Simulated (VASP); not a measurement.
Here is a VASP 6.6.1 calculation.

File INCAR:

```
PREC = Accurate
ENCUT = 600
EDIFF = 1E-6
ISMEAR = -1
SIGMA = 0.05
LREAL = False
LASPH = True
NELM = 200
ALGO = Normal
ISIF = 2
LWAVE = False
LCHARG = False
ISPIN = 2
MAGMOM = 2.25 2.25
LORBIT = 11
NUPDOWN = 4.5
LMAXMIX = 4
GGA = PS
NBANDS = 27
GGA_COMPAT = False
```

Contents of KPOINTS:

```
Automatic mesh
0
Gamma
  10 10 6
```

Contents of POSCAR:

```
Fe
1.0
    2.4341575853      0.0000000000      0.0000000000
   -1.2170787927      2.1080423057      0.0000000000
    0.0000000000      0.0000000000      3.8419344700
Fe
2
Direct
    0.6666666667      0.3333333333      0.7500000000
    0.3333333333      0.6666666667      0.2500000000
```

Potentials or basis: VASP PAW PBE potentials, release 64 (Fe_sv).

The run is started by

```sh
$ cat potpaw_PBE.64/Fe_sv/POTCAR > POTCAR
$ mpirun -np 1 vasp_std > vasp.out
```

(1) Estimate the pressure.

Results:

(1) 34.9 GPa.

Caveat: the stress differs along the axes, from 28 to 49 GPa; the PAW data sets were made with another functional, which shifts forces and pressure a little; the total moment is fixed, so each spin has its own Fermi level and the state may be an excited one.
